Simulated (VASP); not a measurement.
A run of VASP 6.6.1 is set up as follows.

Contents of INCAR:

```
ALGO = Normal
EDIFF = 1E-7
EDIFFG = -0.001
ENCUT = 600
IBRION = 2
ISIF = 3
ISMEAR = -1
LASPH = T
LCHARG = F
LREAL = F
LWAVE = F
NELM = 100
NSW = 80
PREC = Accurate
SIGMA = 0.15
```

File KPOINTS:

```
k-points
0
Gamma
  18 18 18
```

File POSCAR:

```
Al2Ru
1.0
   -1.5494425416      1.5494425416      4.1758545428
    1.5494425416     -1.5494425416      4.1758545428
    1.5494425416      1.5494425416     -4.1758545428
Al Ru
2 1
Direct
    0.6590718788      0.6590718788      0.0000000000
    0.3409281212      0.3409281212      0.0000000000
    0.0000000000      0.0000000000      0.0000000000
```

Potentials or basis: VASP PAW LDA potentials, release 64 (Al, Ru_pv).

Command:

```console
$ cat potpaw_LDA.64/Al/POTCAR potpaw_LDA.64/Ru_pv/POTCAR > POTCAR
$ mpirun -np 1 vasp_std > vasp.out
```

(1) What does it give for the band gap on the k mesh?

(2) Estimate the relaxed cell.

Results:

(1) zero (band 10 reaches 10.91 eV, above the bottom of band 11 at 10.72 eV).

(2) a = 4.715 Å, b = 4.715 Å, c = 4.715 Å, α = 141.56°, β = 141.56°, γ = 55.50°.
